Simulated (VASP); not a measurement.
## Co5Ru: single point with PBE

The system is Co5Ru.

```xyz
6
Lattice="4.3883 0.0000 0.0000 -2.1942 3.8004 0.0000 0.0000 0.0000 4.0785" Properties=species:S:1:pos:R:3 pbc="T T T"
Co    2.1942    1.2668    0.0000
Co    0.0000    2.5336    0.0000
Co   -0.7506    1.3000    2.0392
Co    1.4436    2.5004    2.0392
Co    1.5011    0.0000    2.0392
Ru    0.0000    0.0000    0.0000
```

* Program: VASP 6.6.1
* Task: single point
* Functional: PBE
* Potentials or basis: VASP PAW PBE potentials, release 64 (Co, Ru_pv)
* Cutoff: 520 eV
* k mesh: 6 × 6 × 4
* Occupations: gaussian, width 0.1 eV
* Spin: collinear spin, ferromagnetic start
* Starting moments: [3.0, 3.0, 3.0, 3.0, 3.0, 0.0] μB

The pressure is -0.5 GPa and the net moment is 7.36 μB per cell. The site moments are Co +1.26, +1.56; Ru +0.25 μB and the valence electrons inside the program's atomic spheres are Co 8.31, 8.25; Ru 12.68.

Stress tensor (GPa, compression positive):
```
-0.48  0.00  0.00
 0.00 -0.48  0.00
 0.00  0.00 -0.66
```

Levels at points of the mesh, in eV from the Fermi level:
Spin up:
```tsv
k point	band 29	band 30	band 31	band 32	band 33	band 34	band 35	band 36	band 37	band 38
(0.00, 0.00, 0.00)	-0.74	-0.66	-0.66	-0.09	0.07	0.07	0.23	4.65	4.81	4.81
(0.50, 0.00, 0.00)	-0.89	-0.69	-0.64	-0.06	0.11	0.18	0.38	1.74	4.02	5.72
(0.00, 0.00, 0.50)	-1.03	-0.82	-0.82	-0.70	-0.30	-0.30	0.37	5.19	5.98	6.90
(0.50, 0.00, 0.50)	-0.67	-0.66	-0.31	-0.13	0.02	0.25	0.48	0.74	1.12	1.77
```
Spin down:
| k point | band 24 | band 25 | band 26 | band 27 | band 28 | band 29 |
| --- | --- | --- | --- | --- | --- | --- |
| (0.00, 0.00, 0.00) | -0.43 | -0.35 | -0.35 | 0.24 | 0.73 | 0.81 |
| (0.50, 0.00, 0.00) | -0.60 | -0.30 | -0.16 | 0.17 | 0.43 | 0.59 |
| (0.00, 0.00, 0.50) | -0.42 | -0.42 | -0.27 | -0.27 | 0.56 | 0.56 |
| (0.50, 0.00, 0.50) | -0.24 | -0.21 | 0.20 | 0.39 | 0.68 | 0.79 |

Run time: 4 min on 1 thread of AMD EPYC 7R13 Processor (Zen 3) (shared host), peak memory 0.24 GiB.

Caveat: the k points lie up to 0.39 Å⁻¹ apart.
